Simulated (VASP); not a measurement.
# KRh in VASP: further runs

The runs below take KRh through single point, with PBE.

All numbers are computed with VASP 6.6.1; they aren't measurements. Logs are shortened: lines on timing, memory, paths and dates and some standing lists are left out, and cuts for length are marked.

### 1 The cell of the first run

Symmetry: Pm-3m, No. 221, cubic system. The conventional cell has a = 4.004 Å, b = 4.004 Å, c = 4.004 Å, α = 90.00°, β = 90.00°, γ = 90.00°. K (site symmetry m-3m) has 8 Rh at 3.47 Å and 6 K at 4.00 Å within 4.6 Å. Within 4.6 Å of Rh (site symmetry m-3m) lie 8 K at 3.47 Å and 6 Rh at 4.00 Å.

### 2 Single point, PBE (32.09 Å³/atom)

Contents of INCAR:

```
PREC = Accurate ; ENCUT = 520
EDIFF = 1E-7 ; ISMEAR = -1
SIGMA = 0.05 ; LREAL = F
LASPH = T ; NELM = 60
ALGO = Normal ; ISIF = 2
LWAVE = F ; LCHARG = F
GGA = PE ; NBANDS = 19
```

Contents of KPOINTS:

```
Automatic mesh
0
Gamma
  7 7 7
```

Contents of POSCAR:

```
KRh
1.0
    4.0036353126      0.0000000000      0.0000000000
    0.0000000000      4.0036353126      0.0000000000
    0.0000000000      0.0000000000      4.0036353126
K Rh
1 1
Direct
    0.0000000000      0.0000000000      0.0000000000
    0.5000000000      0.5000000000      0.5000000000
```

Potentials or basis: VASP PAW PBE potentials, release 64 (K_sv, Rh_pv).

The run is started by

```console
$ cat potpaw_PBE.64/K_sv/POTCAR potpaw_PBE.64/Rh_pv/POTCAR > POTCAR
$ mpirun -np 1 vasp_std > vasp.out
```

OUTCAR:

```text
PREC = Accurate
   ENCUT = 520
   EDIFF = 1E-7
   ISMEAR = -1
   LREAL = F
   LASPH = T
   NELM = 60
   ISIF = 2
   GGA = PE

 ion  position               nearest neighbor table
   1  0.000  0.000  0.000-   2 3.47   2 3.47   2 3.47   2 3.47   2 3.47   2 3.47   2 3.47   2 3.47

   2  0.500  0.500  0.500-   1 3.47   1 3.47   1 3.47   1 3.47   1 3.47   1 3.47   1 3.47   1 3.47

  LATTYP: Found a simple cubic cell.
 ALAT       =     4.0036353126

  Lattice vectors:

 A1 = (   4.0036353126,   0.0000000000,   0.0000000000)
 A2 = (   0.0000000000,   4.0036353126,   0.0000000000)
 A3 = (   0.0000000000,   0.0000000000,   4.0036353126)

Analysis of symmetry for initial positions (statically):
=====================================================================
 Subroutine PRICEL returns:
 Original cell was already a primitive cell.

 Routine SETGRP: Setting up the symmetry group for a
 simple cubic supercell.

 Subroutine GETGRP returns: Found 48 space group operations
 (whereof 48 operations were pure point group operations)
 out of a pool of 48 trial point group operations.

The static configuration has the point symmetry O_h .

Analysis of symmetry for dynamics (positions and initial velocities):
=====================================================================
 Subroutine PRICEL returns:
 Original cell was already a primitive cell.

 Routine SETGRP: Setting up the symmetry group for a
 simple cubic supercell.

 Subroutine GETGRP returns: Found 48 space group operations
 (whereof 48 operations were pure point group operations)
 out of a pool of 48 trial point group operations.

The dynamic configuration has the point symmetry O_h .

 Subroutine INISYM returns: Found 48 space group operations
 (whereof 48 operations are pure point group operations),
 and found     1 'primitive' translations

----------------------------------------------------------------------------------------

                                     Primitive cell

  volume of cell :      64.1747

  direct lattice vectors                    reciprocal lattice vectors
     4.003635313  0.000000000  0.000000000     0.249772999  0.000000000  0.000000000
     0.000000000  4.003635313  0.000000000     0.000000000  0.249772999  0.000000000
[... 67 lines left out ...]
   ions per type =               1   1
   NGX,Y,Z   is equivalent  to a cutoff of  12.46, 12.46, 12.46 a.u.
   NGXF,Y,Z  is equivalent  to a cutoff of  24.91, 24.91, 24.91 a.u.
 SYSTEM =  unknown system
   PREC   = accura    normal or accurate (medium, high low for compatibility)
   ISTART =      0    job   : 0-new  1-cont  2-samecut
   ICHARG =      2    charge: 1-file 2-atom 10-const
   ISPIN  =      1    spin polarized calculation?
   LNONCOLLINEAR =      F non collinear calculations
   LSORBIT =      F    spin-orbit coupling
   LASPH  =      T    aspherical Exc in radial PAW
   ENCUT  =  520.0 eV  38.22 Ry    6.18 a.u.   7.44  7.44  7.44*2*pi/ulx,y,z
   NELM   =     60;   NELMIN=  2; NELMDL= -5     # of ELM steps
   EDIFF  = 0.1E-06   stopping-criterion for ELM
   LREAL  =      F    real-space projection
   EDIFFG = 0.1E-05   stopping-criterion for IOM
   NSW    =      0    number of steps for IOM
   IBRION =     -1    ionic relax: 0-MD 1-quasi-New 2-CG
   NFREE  =      0    steps in history (QN), initial steepest desc. (CG)
   ISIF   =      2    stress and relaxation
   ISYM   =      2    0-nonsym 1-usesym 2-fastsym
   POTIM  = 0.5000    time-step for ionic-motion
   TEBEG  =    0.0;   TEEND  =   0.0 temperature during run
   PSTRESS=    0.0 pullay stress
   NELECT =      24.0000    total number of electrons
   NUPDOWN=      -1.0000    fix difference up-down
   EMIN   =  10.00;   EMAX   =-10.00  energy-range for DOS
   EFERMI =   0.00;   METHOD = LEGACY
   ISMEAR =    -1;   SIGMA  =   0.05  broadening in eV -4-tet -1-fermi 0-gaus
   EFERMI_NEDOS =   21; number of points for ismear=-14 and -15
   IALGO  =     38    algorithm
   IMIX   =      4    mixing-type and parameters
     AMIX     =   0.40;   BMIX     =  1.00
     AMIX_MAG =   1.60;   BMIX_MAG =  1.00
  volume/ion in A,a.u.               =      32.09       216.54
  Fermi-wavevector in a.u.,A,eV,Ry     =   1.179480  2.228895 18.928072  1.391174
  Thomas-Fermi vector in A             =   2.315790
   LORBIT       =      0    0 simple, 1 ext, 2 COOP (PROOUT), +10 PAW based schemes
   GGA     = PE    functional components
[... 5 lines left out ...]
 non-spin polarized calculation
  energy-cutoff  :      520.00
  volume of cell :       64.17
 maximum number of plane-waves:      1751
 NGX is ok and might be reduce to    30
   NGX = 15   NGY = 15   NGZ = 15

 number of electron      23.9999994 magnetization

 Free energy of the ion-electron system (eV)
  ---------------------------------------------------
  ext. energy  EPLUGINS =         0.00000000
  ---------------------------------------------------
  free energy    TOTEN  =        -5.63674396 eV

  energy without entropy =       -5.58967729  energy(sigma->0) =       -5.61321063

 E-fermi :   1.2814     XC(G=0):  -8.5089

 val. band max:        1.2658038757   @ k =   0.2857   0.0000   0.0000
 cond. band min:       1.2846660520   @ k =   0.4286   0.0000   0.0000
 fundamental gap:      0.0188621764
 Fermi energy:         1.2814473959

 k-point     1 :       0.0000    0.0000    0.0000
  band No.  band energies     occupation
      1     -43.1113      2.00000
      2     -43.1113      2.00000
      3     -43.1113      2.00000
      4     -28.4187      2.00000
      5     -11.8599      2.00000
      6     -11.8599      2.00000
[... 417 lines left out ...]
      6     -11.9960      2.00000
[... 11 lines left out ...]
     18       9.1503      0.00000
     19       9.1503      0.00000

------------------------ aborting loop because EDIFF is reached ----------------------------------------

  FORCE on cell =-STRESS in cart. coord.  units (eV):
  Direction    XX          YY          ZZ          XY          YZ          ZX
  --------------------------------------------------------------------------------------
  -------------------------------------------------------------------------------------
  Total       -1.4934614     -1.4934614     -1.4934614     -0.0000000     -0.0000000      0.0000000
  in kB      -37.2855922    -37.2855922    -37.2855922     -0.0000000     -0.0000000      0.0000000
  external PRESSURE =     -37.2855922 kB  Pullay stress =       0.0000000 kB

 VOLUME and BASIS-vectors are now :
 -----------------------------------------------------------------------------
  energy-cutoff  :      520.00
  volume of cell :       64.17
      direct lattice vectors                 reciprocal lattice vectors
     4.003635313  0.000000000  0.000000000     0.249772999  0.000000000  0.000000000
     0.000000000  4.003635313  0.000000000     0.000000000  0.249772999  0.000000000
     0.000000000  0.000000000  4.003635313     0.000000000  0.000000000  0.249772999

 POSITION                                       TOTAL-FORCE (eV/Angst)
 -----------------------------------------------------------------------------------
      0.00000      0.00000      0.00000         0.000000      0.000000      0.000000
      2.00182      2.00182      2.00182         0.000000      0.000000      0.000000
 -----------------------------------------------------------------------------------
    total drift:                                0.000000      0.000000      0.000000

  FREE ENERGIE OF THE ION-ELECTRON SYSTEM (eV)
  ---------------------------------------------------
  free  energy   TOTEN  =        -5.6367439602 eV

  energy  without entropy=       -5.5896772938  energy(sigma->0) =       -5.61321063
```

OSZICAR:

```text
N       E                     dE             d eps       ncg     rms          rms(c)
DAV:   1     0.183861915992E+03    0.18386E+03   -0.14041E+04   848   0.122E+03
DAV:   2     0.990448668254E-01   -0.18376E+03   -0.17865E+03   829   0.344E+02
DAV:   3    -0.548537561786E+01   -0.55844E+01   -0.55087E+01   965   0.556E+01
DAV:   4    -0.572699148352E+01   -0.24162E+00   -0.24133E+00  1128   0.869E+00
DAV:   5    -0.573195071753E+01   -0.49592E-02   -0.49581E-02   953   0.122E+00    0.412E+00
DAV:   6    -0.570353231843E+01    0.28418E-01   -0.10696E+00   992   0.466E+00    0.463E+00
DAV:   7    -0.564157834381E+01    0.61954E-01   -0.32557E-01   838   0.310E+00    0.242E+00
DAV:   8    -0.563645958047E+01    0.51188E-02   -0.19691E-02   914   0.106E+00    0.207E-01
DAV:   9    -0.563668669433E+01   -0.22711E-03   -0.13209E-03  1002   0.246E-01    0.806E-02
DAV:  10    -0.563672804248E+01   -0.41348E-04   -0.13810E-04   940   0.876E-02    0.278E-02
DAV:  11    -0.563674105072E+01   -0.13008E-04   -0.24369E-05   933   0.372E-02    0.855E-03
DAV:  12    -0.563674454914E+01   -0.34984E-05   -0.25920E-06   868   0.122E-02    0.287E-03
DAV:  13    -0.563674400073E+01    0.54841E-06   -0.21306E-07   939   0.310E-03    0.320E-04
DAV:  14    -0.563674396016E+01    0.40571E-07   -0.77425E-09   485   0.655E-04
   1 F= -.56367440E+01 E0= -.56132106E+01  d E =-.470667E-01
```

Run time: 24 s. Hardware: 1 thread of Intel Xeon 8259CL, shared host; peak memory 0.18 GiB.

What came out:

```yaml
Free_energy: -5.6367 eV
Pressure: -3.7 GPa
Band_gap_on_the_k_mesh: zero (bands 12 and 13 overlap by 0.24 eV)
```

Caveat: the cell stands under tension.

### 3 Single point, PBE (atoms moved at random)

Contents of INCAR:

```
SYSTEM = KRh
ALGO = Fast ; EDIFF = 1E-7
ENCUT = 520 ; GGA = PE
ISIF = 2 ; ISMEAR = -1
LASPH = .TRUE. ; LCHARG = .FALSE.
LREAL = .FALSE. ; LWAVE = .FALSE.
NBANDS = 19 ; NELM = 100
PREC = Accurate ; SIGMA = 0.05
```

Contents of KPOINTS:

```
k-points
0
G
  7 7 7
  0 0 0
```

Contents of POSCAR:

```
KRh
1.0
    3.9266231500      0.0000000000      0.0000000000
    0.0000000000      3.9266231500      0.0000000000
    0.0000000000      0.0000000000      3.9266231500
K Rh
1 1
Direct
    0.0069920000     -0.0108390000     -0.0032390000
    0.4995440000      0.4929130000      0.5128120000
```

Potentials or basis: VASP PAW PBE potentials, release 64 (K_sv, Rh_pv).

The run is started by

```console
$ cat potpaw_PBE.64/K_sv/POTCAR potpaw_PBE.64/Rh_pv/POTCAR > POTCAR
$ mpirun -np 1 vasp_std > vasp.out
```

It took 4.9 min on 1 thread of Intel Xeon 8259CL, shared host; peak memory 0.31 GiB.

It converged, with:

| Item | Value |
| --- | --- |
| Free energy | -5.7132 eV |
| Pressure | -3.3 GPa |
| Largest force | 0.087 eV/Å |
| Band gap on the k mesh | zero (bands 12 and 13 overlap by 0.26 eV) |

Forces on the atoms (eV/Å):
```
K   -0.036  0.018  0.078
Rh   0.036 -0.018 -0.078
```

Levels at points of the mesh, in eV from the Fermi level:
```csv
k point,band 10,band 11,band 12,band 13,band 14,band 15
"(0.00, 0.00, 0.00)",-0.97,-0.05,-0.05,-0.05,5.83,5.85
```

Caveat: the cell differs from its parent crystal (atoms moved at random); the cell stands under tension.
